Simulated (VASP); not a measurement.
# CeO2 (Fm-3m) in VASP: further runs, part 2 of 2

VASP 6.6.1. Earlier steps stand in the parts before.

## 3. Single point, r2SCAN

This run uses another cell than the first one, of 13.40 Å³/atom.

The input, POSCAR:

```
CeO2
1.0
    0.0000000000      2.7187077648      2.7187077648
    2.7187077648      0.0000000000      2.7187077648
    2.7187077648      2.7187077648      0.0000000000
Ce O
1 2
Direct
    0.0000000000      0.0000000000      0.0000000000
    0.2500000000      0.2500000000      0.2500000000
    0.7500000000      0.7500000000      0.7500000000
```

The input, INCAR.step1:

```
SYSTEM = CeO2
ALGO = Normal
EDIFF = 1E-4
ENCUT = 520
GGA = PE
ISMEAR = 0
LASPH = .True.
LCHARG = .False.
LREAL = .False.
LWAVE = .True.
NBANDS = 19
NELM = 100
PREC = Accurate
SIGMA = 0.02
```

The input, INCAR.step2:

```
SYSTEM = CeO2
ALGO = Normal
EDIFF = 1E-6
ENCUT = 520
ISIF = 2
ISMEAR = 0
ISTART = 1
LASPH = .True.
LCHARG = .False.
LMIXTAU = .True.
LREAL = .False.
LWAVE = .False.
METAGGA = R2SCAN
NBANDS = 19
NELM = 100
PREC = Accurate
SIGMA = 0.02
```

The input, KPOINTS:

```
k-points
0
Gamma
  10 10 10
  0 0 0
```

Potentials or basis: VASP PAW PBE potentials, release 64 (Ce, O).

Launch:

```bash
cat potpaw_PBE.64/Ce/POTCAR potpaw_PBE.64/O/POTCAR > POTCAR
cp INCAR.step1 INCAR
mpirun -np 1 vasp_std > vasp.out
cp INCAR.step2 INCAR
mpirun -np 1 vasp_std > vasp.out
```

OUTCAR:

```text
SYSTEM = CeO2
   EDIFF = 1E-6
   ENCUT = 520
   ISIF = 2
   ISMEAR = 0
   ISTART = 1
   LASPH = .True.
   LREAL = .False.
   METAGGA = R2SCAN
   NELM = 100
   PREC = Accurate

 ion  position               nearest neighbor table
   1  0.000  0.000  0.000-   3 2.35   3 2.35   3 2.35   2 2.35   3 2.35   2 2.35   2 2.35   2 2.35

   2  0.250  0.250  0.250-   1 2.35   1 2.35   1 2.35   1 2.35
   3  0.750  0.750  0.750-   1 2.35   1 2.35   1 2.35   1 2.35

  LATTYP: Found a face centered cubic cell.
 ALAT       =     5.4374155296

  Lattice vectors:

 A1 = (   0.0000000000,   2.7187077648,   2.7187077648)
 A2 = (   2.7187077648,   0.0000000000,   2.7187077648)
 A3 = (   2.7187077648,   2.7187077648,   0.0000000000)

Analysis of symmetry for initial positions (statically):
=====================================================================
 Subroutine PRICEL returns:
 Original cell was already a primitive cell.

 Routine SETGRP: Setting up the symmetry group for a
 face centered cubic supercell.

 Subroutine GETGRP returns: Found 48 space group operations
 (whereof 48 operations were pure point group operations)
 out of a pool of 48 trial point group operations.

The static configuration has the point symmetry O_h .

Analysis of symmetry for dynamics (positions and initial velocities):
=====================================================================
 Subroutine PRICEL returns:
 Original cell was already a primitive cell.

 Routine SETGRP: Setting up the symmetry group for a
 face centered cubic supercell.

 Subroutine GETGRP returns: Found 48 space group operations
 (whereof 48 operations were pure point group operations)
 out of a pool of 48 trial point group operations.

The dynamic configuration has the point symmetry O_h .

 Subroutine INISYM returns: Found 48 space group operations
 (whereof 48 operations are pure point group operations),
 and found     1 'primitive' translations

[... 113 lines left out ...]
   IALGO  =     38    algorithm
   IMIX   =      4    mixing-type and parameters
     AMIX     =   0.40;   BMIX     =  1.00
     AMIX_MAG =   1.60;   BMIX_MAG =  1.00
  volume/ion in A,a.u.               =      13.40        90.41
  Fermi-wavevector in a.u.,A,eV,Ry     =   1.378604  2.605183 25.858521  1.900548
  Thomas-Fermi vector in A             =   2.503650
   LORBIT       =      0    0 simple, 1 ext, 2 COOP (PROOUT), +10 PAW based schemes
   METAGGA = R2SCAN    functional components
   LHFCALC =     F    Hartree Fock is set to
   AEXX    =    0.0000 exact exchange contribution
   IVDW    =     0    specifies the selected vdW correction
   LEPSILON=     F    determine dielectric tensor
   LRPA    =     F    only Hartree local field effects (RPA)
 non-spin polarized calculation
 Gauss-broadening in eV      SIGMA  =   0.02
  energy-cutoff  :      520.00
  volume of cell :       40.19
 maximum number of plane-waves:      1106
 NGX is ok and might be reduce to    30
   NGX = 15   NGY = 15   NGZ = 15

 number of electron      23.9999991 magnetization

 Free energy of the ion-electron system (eV)
  ---------------------------------------------------
  ext. energy  EPLUGINS =         0.00000000
  ---------------------------------------------------
  free energy    TOTEN  =       -54.03240451 eV

  energy without entropy =      -54.03240451  energy(sigma->0) =      -54.03240451

 E-fermi :   5.0719     XC(G=0): -11.9734

 val. band max:        4.9015098734   @ k =  -0.3000   0.3000   0.0000
 cond. band min:       7.0912963035   @ k =   0.5000   0.0000   0.0000
 fundamental gap:      2.1897864301
 Fermi energy:         5.0719065349

 k-point     1 :       0.0000    0.0000    0.0000
  band No.  band energies     occupation
      1     -28.6477      2.00000
      2     -12.3388      2.00000
      3     -11.4418      2.00000
      4     -10.2898      2.00000
      5     -10.2898      2.00000
      6     -10.2898      2.00000
[... 505 lines left out ...]
      6      -7.8555      2.00000
[... 11 lines left out ...]
     18       7.7730      0.00000
     19       8.0280      0.00000

 [... further k-points ...]

------------------------ aborting loop because EDIFF is reached ----------------------------------------

  FORCE on cell =-STRESS in cart. coord.  units (eV):
  Direction    XX          YY          ZZ          XY          YZ          ZX
  --------------------------------------------------------------------------------------
  -------------------------------------------------------------------------------------
  Total       -0.0611676     -0.0611676     -0.0611676      0.0000000      0.0000000     -0.0000000
  in kB       -2.4384552     -2.4384552     -2.4384552      0.0000000      0.0000000     -0.0000000
  external PRESSURE =      -2.4384552 kB  Pullay stress =       0.0000000 kB

 VOLUME and BASIS-vectors are now :
 -----------------------------------------------------------------------------
  energy-cutoff  :      520.00
  volume of cell :       40.19
      direct lattice vectors                 reciprocal lattice vectors
     0.000000000  2.718707765  2.718707765    -0.183910903  0.183910903  0.183910903
     2.718707765  0.000000000  2.718707765     0.183910903 -0.183910903  0.183910903
     2.718707765  2.718707765  0.000000000     0.183910903  0.183910903 -0.183910903

 POSITION                                       TOTAL-FORCE (eV/Angst)
 -----------------------------------------------------------------------------------
      0.00000      0.00000      0.00000         0.000000     -0.000000      0.000000
      1.35935      1.35935      1.35935         0.000000      0.000000      0.000000
      4.07806      4.07806      4.07806        -0.000000     -0.000000     -0.000000
 -----------------------------------------------------------------------------------
    total drift:                                0.000000     -0.000000      0.000000

  FREE ENERGIE OF THE ION-ELECTRON SYSTEM (eV)
  ---------------------------------------------------
  free  energy   TOTEN  =       -54.0324045144 eV

  energy  without entropy=      -54.0324045144  energy(sigma->0) =      -54.03240451
```

OSZICAR.step1:

```text
N       E                     dE             d eps       ncg     rms          rms(c)
DAV:   1     0.224768311767E+03    0.22477E+03   -0.11443E+04  1850   0.168E+03
DAV:   2     0.827056342545E+01   -0.21650E+03   -0.18571E+03  2282   0.284E+02
DAV:   3    -0.304561558463E+02   -0.38727E+02   -0.36922E+02  2117   0.142E+02
DAV:   4    -0.317400867081E+02   -0.12839E+01   -0.12824E+01  2498   0.255E+01
DAV:   5    -0.318168471767E+02   -0.76760E-01   -0.76738E-01  2987   0.496E+00    0.289E+01
DAV:   6    -0.298749022914E+02    0.19419E+01   -0.62430E+01  2369   0.501E+01    0.280E+01
DAV:   7    -0.283556467918E+02    0.15193E+01   -0.46877E+01  2737   0.103E+02    0.193E+01
DAV:   8    -0.275350733358E+02    0.82057E+00   -0.29204E+00  2371   0.127E+01    0.137E+01
DAV:   9    -0.262713467225E+02    0.12637E+01   -0.44342E+00  2495   0.202E+01    0.347E+00
DAV:  10    -0.262505543102E+02    0.20792E-01   -0.35119E-01  2642   0.446E+00    0.110E+00
DAV:  11    -0.262341222147E+02    0.16432E-01   -0.82887E-02  2124   0.402E+00    0.258E+00
DAV:  12    -0.262304362149E+02    0.36860E-02   -0.26112E-02  2772   0.216E+00    0.988E-01
DAV:  13    -0.262242260668E+02    0.62101E-02   -0.65017E-02  2285   0.194E+00    0.220E-01
DAV:  14    -0.262276467137E+02   -0.34206E-02   -0.70249E-03  2730   0.110E+00    0.923E-01
DAV:  15    -0.262248746782E+02    0.27720E-02   -0.29490E-03  1986   0.823E-01    0.377E-01
DAV:  16    -0.262243480076E+02    0.52667E-03   -0.12063E-03  2618   0.433E-01    0.121E-01
DAV:  17    -0.262243332138E+02    0.14794E-04   -0.72617E-05  1192   0.902E-02
   1 F= -.26224333E+02 E0= -.26224333E+02  d E =-.323354E-29
```

It took 2.3 min on 1 thread of AMD EPYC 9R45 (Zen 5), shared host; peak memory 0.17 GiB.

What came out:

```yaml
Free_energy: -54.0324 eV
Pressure: -0.2 GPa
Band_gap_on_the_k_mesh: 2.19 eV (least direct gap 2.27 eV)
```

Caveat: the PAW data sets were made with another functional, which shifts forces and pressure a little; spin-orbit coupling is left out, which moves the levels of the heavy elements; semilocal functionals describe open f shells poorly, which spoils levels, moments and volumes.

## 4. Relaxation of cell and atoms, r2SCAN

The input, POSCAR:

```
CeO2
1.0
    0.0000000000      2.7036500000      2.7036500000
    2.7036500000      0.0000000000      2.7036500000
    2.7036500000      2.7036500000      0.0000000000
Ce O
1 2
Direct
    0.0000000000      0.0000000000      0.0000000000
    0.2500000000      0.2500000000      0.2500000000
    0.7500000000      0.7500000000      0.7500000000
```

The input, INCAR.step1:

```
PREC     = Accurate       # precision mode
ENCUT    = 600            # plane-wave cutoff, eV
ISMEAR   = 0              # smearing method
SIGMA    = 0.02           # smearing width, eV
LREAL    = F              # projectors in reciprocal space
LASPH    = T              # aspherical terms in the spheres
NELM     = 100            # most SCF steps
GGA      = PE             # functional
ALGO     = Normal         # electronic algorithm
EDIFF    = 1E-4           # SCF threshold, eV
LWAVE    = T              # write WAVECAR
LCHARG   = F              # write CHGCAR
```

The input, INCAR.step2:

```
PREC     = Accurate       # precision mode
ENCUT    = 600            # plane-wave cutoff, eV
EDIFF    = 1E-6           # SCF threshold, eV
ISMEAR   = 0              # smearing method
SIGMA    = 0.02           # smearing width, eV
LREAL    = F              # projectors in reciprocal space
LASPH    = T              # aspherical terms in the spheres
NELM     = 100            # most SCF steps
ALGO     = Normal         # electronic algorithm
ISIF     = 3              # what is computed and relaxed
LWAVE    = F              # write WAVECAR
LCHARG   = F              # write CHGCAR
METAGGA  = R2SCAN         # meta-GGA
LMIXTAU  = T            
IBRION   = 2              # ionic algorithm
NSW      = 100            # ionic steps
EDIFFG   = -0.002         # ionic threshold
ISTART   = 1
```

The input, KPOINTS:

```
Automatic mesh
0
Gamma
  10 10 10
```

Launch:

```bash
cat potpaw_PBE.64/Ce/POTCAR potpaw_PBE.64/O/POTCAR > POTCAR
cp INCAR.step1 INCAR
mpirun -np 1 vasp_std > vasp.out
cp INCAR.step2 INCAR
mpirun -np 1 vasp_std > vasp.out
```

Run time: 5 min. Hardware: 1 thread of AMD EPYC 9R45 (Zen 5), shared host; peak memory 0.2 GiB.

The run converged. Its results:

```yaml
Free_energy: -54.0409 eV
Relaxed_volume: 13.38 Å³/atom
Relaxed_cell: a = 3.843 Å, b = 3.843 Å, c = 3.843 Å, α = 60.00°, β = 60.00°, γ = 60.00°
Space_group_after_relaxing_to_0.1_Å: Fm-3m (No. 225)
Energy_gained_by_relaxing: 1.9 meV/atom
Ionic_steps: 3
Pressure_after_relaxing: 0.0 GPa
Band_gap_on_the_k_mesh: 2.19 eV (least direct gap 2.27 eV)
```

Step by step:
```tsv
step	energy change (eV)	largest force (eV/Å)	pressure (GPa)	volume (Å³)
1	0.0000	0.0000	3.10	39.53
2	0.0047	0.0000	-3.83	41.00
3	-0.0058	0.0000	0.01	40.14
```

Final structure:
```
Ce O
1.0
     0.00000    2.71767    2.71767
     2.71767    0.00000    2.71767
     2.71767    2.71767    0.00000
Ce O
1 2
Direct
  0.00000 0.00000 0.00000
  0.25000 0.25000 0.25000
  0.75000 0.75000 0.75000
```

Levels at points of the mesh, in eV from the valence-band top:
| k point | band 9 | band 10 | band 11 | band 12 | band 13 | band 14 | band 15 | band 16 |
| --- | --- | --- | --- | --- | --- | --- | --- | --- |
| (0.00, 0.00, 0.00) | -3.85 | -0.57 | -0.57 | -0.57 | 2.61 | 2.61 | 2.61 | 2.76 |
| (0.50, 0.00, 0.00) | -1.28 | -1.17 | -0.76 | -0.76 | 2.19 | 2.42 | 2.42 | 2.61 |
| (0.50, 0.50, 0.00) | -1.20 | -0.78 | -0.78 | -0.58 | 2.33 | 2.34 | 2.34 | 2.50 |

Caveat: the PAW data sets were made with another functional, which shifts forces and pressure a little; spin-orbit coupling is left out, which moves the levels of the heavy elements; semilocal functionals describe open f shells poorly, which spoils levels, moments and volumes.

## 5. Summary

| task | cell | k mesh | cutoff (eV) | smearing | gap on the mesh (eV) | pressure (GPa) |
| --- | --- | --- | --- | --- | --- | --- |
| single point | a = 3.824 Å, angles 60.0°, 3 atoms | 6 × 6 × 6 | 520 | gaussian 0.1 eV | 2.34 | 3.1 |
| single point | a = 3.845 Å, angles 60.0°, 3 atoms | 10 × 10 × 10 | 520 | gaussian 0.02 eV | 2.19 | -0.2 |
| relaxation of cell and atoms | relaxed from a = 3.824 Å, angles 60.0°, 3 atoms | 10 × 10 × 10 | 600 | gaussian 0.02 eV | 2.19 | 0.0 |

Alike in all rows: level r2SCAN; potentials or basis VASP PAW PBE potentials, release 64 (Ce, O); no spin polarisation.

Caveats: the PAW data sets were made with another functional, which shifts forces and pressure a little; spin-orbit coupling is left out, which moves the levels of the heavy elements; semilocal functionals describe open f shells poorly, which spoils levels, moments and volumes; the cell stands under pressure (at least some runs).

Total energies depend on the potentials used, so only differences within one code and one set of settings carry meaning.
